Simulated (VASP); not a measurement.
# MoH6 (P-3m1) in VASP: further runs

Runs on MoH6. Level: PBE. Tasks: single point.

Everything below comes from runs of VASP 6.6.1. Logs are shortened: lines on timing, memory, paths and dates and some standing lists are left out, and cuts for length are marked.

**1. The cell of the first run**

It takes space group P-3m1 (No. 164, trigonal). Conventional cell: a = 2.833 Å, b = 2.833 Å, c = 23.063 Å, α = 90.00°, β = 90.00°, γ = 120.00°. H (site symmetry 3m) has 3 Mo at 1.93 Å within 2.6 Å. H (site symmetry 3m) has 1 H at 0.75 Å within 1.0 Å. H (site symmetry 3m) has 1 H at 0.75 Å within 1.0 Å. H (site symmetry 3m) has 1 H at 0.75 Å within 1.0 Å. H (site symmetry 3m) has 1 H at 0.75 Å within 1.0 Å. Within 1.0 Å of H (site symmetry 3m) lie 1 H at 0.75 Å. Within 2.6 Å of Mo (site symmetry 3m) lie 3 H at 1.93 Å.

**2. Single point, PBE**

INCAR reads:

```
ALGO = Fast ; EDIFF = 1E-7
ENCUT = 520 ; GGA = PE
ISIF = 2 ; ISMEAR = 0
LASPH = T ; LCHARG = F
LREAL = F ; LWAVE = F
NBANDS = 33 ; NELM = 100
PREC = Accurate ; SIGMA = 0.1
```

KPOINTS reads:

```
k-points
0
Gamma
  12 12 2
```

POSCAR reads:

```
MoH6
1.0
    2.8325224235      0.0000000000      0.0000000000
   -1.4162612118      2.4530363755      0.0000000000
    0.0000000000      0.0000000000     23.0629205030
H Mo
12 2
Direct
    0.0000000000      0.0000000000      0.9056546440
    0.0000000000      0.0000000000      0.0943453560
    0.6666666667      0.3333333333      0.6480334672
    0.6666666667      0.3333333333      0.6156280748
    0.3333333333      0.6666666667      0.7799133461
    0.3333333333      0.6666666667      0.7475004562
    0.0000000000      0.0000000000      0.4837972710
    0.0000000000      0.0000000000      0.5162027290
    0.6666666667      0.3333333333      0.2200866539
    0.6666666667      0.3333333333      0.2524995438
    0.3333333333      0.6666666667      0.3519665328
    0.3333333333      0.6666666667      0.3843719252
    0.6666666667      0.3333333333      0.9503442763
    0.3333333333      0.6666666667      0.0496557237
```

Potentials or basis: VASP PAW PBE potentials, release 64 (H, Mo_sv).

Run with:

```console
> cat potpaw_PBE.64/H/POTCAR potpaw_PBE.64/Mo_sv/POTCAR > POTCAR
> mpirun -np 1 vasp_std > vasp.out
```

OUTCAR:

```text
EDIFF = 1E-7
   ENCUT = 520
   GGA = PE
   ISIF = 2
   ISMEAR = 0
   LASPH = T
   LREAL = F
   NELM = 100
   PREC = Accurate

 ion  position               nearest neighbor table
   1  0.000  0.000  0.906-  13 1.93  13 1.93  13 1.93
   2  0.000  0.000  0.094-  14 1.93  14 1.93  14 1.93
   3  0.667  0.333  0.648-   4 0.75
   4  0.667  0.333  0.616-   3 0.75
   5  0.333  0.667  0.780-   6 0.75
   6  0.333  0.667  0.748-   5 0.75
   7  0.000  0.000  0.484-   8 0.75
   8  0.000  0.000  0.516-   7 0.75
   9  0.667  0.333  0.220-  10 0.75
  10  0.667  0.333  0.252-   9 0.75
  11  0.333  0.667  0.352-  12 0.75
  12  0.333  0.667  0.384-  11 0.75
  13  0.667  0.333  0.950-   1 1.93   1 1.93   1 1.93  14 2.81  14 2.81  14 2.81
  14  0.333  0.667  0.050-   2 1.93   2 1.93   2 1.93  13 2.81  13 2.81  13 2.81

  LATTYP: Found a hexagonal cell.
 ALAT       =     2.8325224235
 C/A-ratio  =     8.1421846167

  Lattice vectors:

 A1 = (   2.8325224235,   0.0000000000,   0.0000000000)
 A2 = (  -1.4162612118,   2.4530363755,   0.0000000000)
 A3 = (   0.0000000000,   0.0000000000,  23.0629205030)

Analysis of symmetry for initial positions (statically):
=====================================================================
 Subroutine PRICEL returns:
 Original cell was already a primitive cell.

 Routine SETGRP: Setting up the symmetry group for a
 hexagonal supercell.

 Subroutine GETGRP returns: Found 12 space group operations
 (whereof 12 operations were pure point group operations)
 out of a pool of 24 trial point group operations.

The static configuration has the point symmetry D_3d.

Analysis of symmetry for dynamics (positions and initial velocities):
=====================================================================
 Subroutine PRICEL returns:
 Original cell was already a primitive cell.

 Routine SETGRP: Setting up the symmetry group for a
 hexagonal supercell.

 Subroutine GETGRP returns: Found 12 space group operations
 (whereof 12 operations were pure point group operations)
 out of a pool of 24 trial point group operations.

The dynamic configuration has the point symmetry D_3d.

 Subroutine INISYM returns: Found 12 space group operations
 (whereof 12 operations are pure point group operations),
 and found     1 'primitive' translations

[... 130 lines left out ...]
   NUPDOWN=      -1.0000    fix difference up-down
   EMIN   =  10.00;   EMAX   =-10.00  energy-range for DOS
   EFERMI =   0.00;   METHOD = LEGACY
   ISMEAR =     0;   SIGMA  =   0.10  broadening in eV -4-tet -1-fermi 0-gaus
   EFERMI_NEDOS =   21; number of points for ismear=-14 and -15
   IALGO  =     68    algorithm
   IMIX   =      4    mixing-type and parameters
     AMIX     =   0.40;   BMIX     =  1.00
     AMIX_MAG =   1.60;   BMIX_MAG =  1.00
  volume/ion in A,a.u.               =      11.45        77.24
  Fermi-wavevector in a.u.,A,eV,Ry     =   1.030776  1.947884 14.456177  1.062499
  Thomas-Fermi vector in A             =   2.164891
   LORBIT       =      0    0 simple, 1 ext, 2 COOP (PROOUT), +10 PAW based schemes
   GGA     = PE    functional components
   LHFCALC =     F    Hartree Fock is set to
   AEXX    =    0.0000 exact exchange contribution
   IVDW    =     0    specifies the selected vdW correction
   LEPSILON=     F    determine dielectric tensor
   LRPA    =     F    only Hartree local field effects (RPA)
 non-spin polarized calculation
 RMM-DIIS sequential band-by-band and
 Gauss-broadening in eV      SIGMA  =   0.10
  energy-cutoff  :      520.00
  volume of cell :      160.25
 maximum number of plane-waves:      4348
 NGX is ok and might be reduce to    24
   NGX = 11   NGY = 11   NGZ = 85

 number of electron      40.0000008 magnetization

 Free energy of the ion-electron system (eV)
  ---------------------------------------------------
  ext. energy  EPLUGINS =         0.00000000
  ---------------------------------------------------
  free energy    TOTEN  =       -61.39690504 eV

  energy without entropy =      -61.38521238  energy(sigma->0) =      -61.39105871

 E-fermi :  -0.4445     XC(G=0):  -7.1474

 val. band max:       -0.4720966903   @ k =   0.4167  -0.0000   0.5000
 cond. band min:      -0.4154668721   @ k =   0.1667   0.0000   0.5000
 fundamental gap:      0.0566298183
 Fermi energy:        -0.4445239060

 k-point     1 :       0.0000    0.0000    0.0000
  band No.  band energies     occupation
      1     -61.3092      2.00000
      2     -61.1918      2.00000
      3     -35.7173      2.00000
      4     -35.0555      2.00000
      5     -34.8179      2.00000
      6     -34.8179      2.00000
[... 829 lines left out ...]
     31       7.0948      0.00000
     32       7.3280      0.00000

 [... further k-points ...]

 [bands above 32 left out]

------------------------ aborting loop because EDIFF is reached ----------------------------------------

  FORCE on cell =-STRESS in cart. coord.  units (eV):
  Direction    XX          YY          ZZ          XY          YZ          ZX
  --------------------------------------------------------------------------------------
  -------------------------------------------------------------------------------------
  Total       -0.0725581     -0.0725581     -0.1554953      0.0000000      0.0000000     -0.0000000
  in kB       -0.7254453     -0.7254453     -1.5546632      0.0000000      0.0000000     -0.0000000
  external PRESSURE =      -1.0018513 kB  Pullay stress =       0.0000000 kB

 VOLUME and BASIS-vectors are now :
 -----------------------------------------------------------------------------
  energy-cutoff  :      520.00
  volume of cell :      160.25
      direct lattice vectors                 reciprocal lattice vectors
     2.832522423  0.000000000  0.000000000     0.353042218  0.203829020  0.000000000
    -1.416261212  2.453036375  0.000000000     0.000000000  0.407658040  0.000000000
     0.000000000  0.000000000 23.062920503     0.000000000  0.000000000  0.043359643

 POSITION                                       TOTAL-FORCE (eV/Angst)
 -----------------------------------------------------------------------------------
      0.00000      0.00000     20.88704         0.000000      0.000000     -0.006863
      0.00000      0.00000      2.17588         0.000000     -0.000000      0.006863
      1.41626      0.81768     14.94554         0.000000     -0.000000     -0.011831
      1.41626      0.81768     14.19818         0.000000     -0.000000      0.011694
     -0.00000      1.63536     17.98708         0.000000     -0.000000     -0.011062
     -0.00000      1.63536     17.23954         0.000000      0.000000      0.011631
      0.00000      0.00000     11.15778         0.000000      0.000000      0.011931
      0.00000      0.00000     11.90514         0.000000      0.000000     -0.011931
      1.41626      0.81768      5.07584         0.000000      0.000000      0.011062
      1.41626      0.81768      5.82338         0.000000     -0.000000     -0.011631
     -0.00000      1.63536      8.11738         0.000000      0.000000      0.011831
     -0.00000      1.63536      8.86474        -0.000000      0.000000     -0.011694
      1.41626      0.81768     21.91771        -0.000000      0.000000     -0.015429
     -0.00000      1.63536      1.14521        -0.000000     -0.000000      0.015429
 -----------------------------------------------------------------------------------
    total drift:                                0.000000     -0.000000      0.000000

  FREE ENERGIE OF THE ION-ELECTRON SYSTEM (eV)
  ---------------------------------------------------
  free  energy   TOTEN  =       -61.3969050385 eV

  energy  without entropy=      -61.3852123798  energy(sigma->0) =      -61.39105871
```

OSZICAR:

```text
N       E                     dE             d eps       ncg     rms          rms(c)
DAV:   1     0.260343818265E+03    0.26034E+03   -0.21751E+04  2900   0.105E+03
DAV:   2    -0.555967728780E+02   -0.31594E+03   -0.30378E+03  3007   0.281E+02
DAV:   3    -0.662421428332E+02   -0.10645E+02   -0.10497E+02  3242   0.503E+01
DAV:   4    -0.663335454550E+02   -0.91403E-01   -0.91301E-01  2927   0.481E+00
DAV:   5    -0.663343638528E+02   -0.81840E-03   -0.81828E-03  3151   0.453E-01    0.239E+01
RMM:   6    -0.625947048687E+02    0.37397E+01   -0.38545E+00  2632   0.969E+00    0.853E+00
RMM:   7    -0.614959006300E+02    0.10988E+01   -0.20997E+00  2771   0.620E+00    0.236E+00
RMM:   8    -0.613912901903E+02    0.10461E+00   -0.33612E-01  2965   0.290E+00    0.580E-01
RMM:   9    -0.613939287270E+02   -0.26385E-02   -0.30404E-02  3157   0.926E-01    0.275E-01
RMM:  10    -0.613971695364E+02   -0.32408E-02   -0.61330E-03  2853   0.418E-01    0.849E-02
RMM:  11    -0.613970996163E+02    0.69920E-04   -0.10280E-03  3145   0.178E-01    0.319E-02
RMM:  12    -0.613969887781E+02    0.11084E-03   -0.27069E-04  3058   0.884E-02    0.196E-02
RMM:  13    -0.613969286268E+02    0.60151E-04   -0.93310E-05  3177   0.452E-02    0.900E-03
RMM:  14    -0.613969035275E+02    0.25099E-04   -0.27540E-05  3198   0.213E-02    0.717E-03
RMM:  15    -0.613969048262E+02   -0.12987E-05   -0.53826E-06  3210   0.114E-02    0.275E-03
RMM:  16    -0.613969050121E+02   -0.18584E-06   -0.13807E-06  2856   0.577E-03    0.117E-03
RMM:  17    -0.613969050385E+02   -0.26420E-07   -0.42981E-07  2784   0.358E-03
   1 F= -.61396905E+02 E0= -.61391059E+02  d E =-.116927E-01
```

stdout:

```text
POSCAR found type information on POSCAR H Mo
 POSCAR found :  2 types and      14 ions
 scaLAPACK will be used
 LDA part: xc-table for (Slater+PW92), standard interpolation
 POSCAR, INCAR and KPOINTS ok, starting setup
 FFT: planning ... GRIDC
 FFT: planning ... GRID_SOFT
 FFT: planning ... GRID
 WAVECAR not read
 entering main loop
```

It took 4.2 min on 1 thread of Oxide Virtual Turin-like, shared host; peak memory 0.36 GiB.

What came out:

| Property | Result |
| --- | --- |
| Free energy | -61.3969 eV |
| Pressure | -0.1 GPa |
| Largest force | 0.015 eV/Å |
| Band gap on the k mesh | zero (bands 20 and 21 overlap by 0.73 eV) |

Forces on the atoms (eV/Å):
```
H    0.000  0.000 -0.007
H    0.000  0.000  0.007
H    0.000  0.000 -0.012
H    0.000  0.000  0.012
H    0.000  0.000 -0.011
H    0.000  0.000  0.012
H    0.000  0.000  0.012
H    0.000  0.000 -0.012
H    0.000  0.000  0.011
H    0.000  0.000 -0.012
H    0.000  0.000  0.012
H    0.000  0.000 -0.012
Mo   0.000  0.000 -0.015
Mo   0.000  0.000  0.015
```

Stress tensor (GPa, compression positive):
```
-0.07  0.00  0.00
 0.00 -0.07  0.00
 0.00  0.00 -0.16
```

Levels at points of the mesh, in eV from the Fermi level:
```csv
k point,band 17,band 18,band 19,band 20,band 21,band 22,band 23,band 24
"(0.00, 0.00, 0.00)",-1.85,-1.05,-0.75,-0.75,-0.59,-0.59,1.70,1.70
"(0.50, 0.00, 0.00)",-2.31,-1.30,-0.50,-0.09,2.33,2.50,2.83,3.91
"(0.00, 0.00, 0.50)",-1.85,-1.05,-0.75,-0.75,-0.59,-0.59,1.70,1.70
"(0.50, 0.00, 0.50)",-2.31,-1.30,-0.50,-0.09,2.33,2.50,2.83,3.91
```

[end of part 1 of 2]

The gap in the log of VASP goes by the Fermi energy; the results here count the filled bands.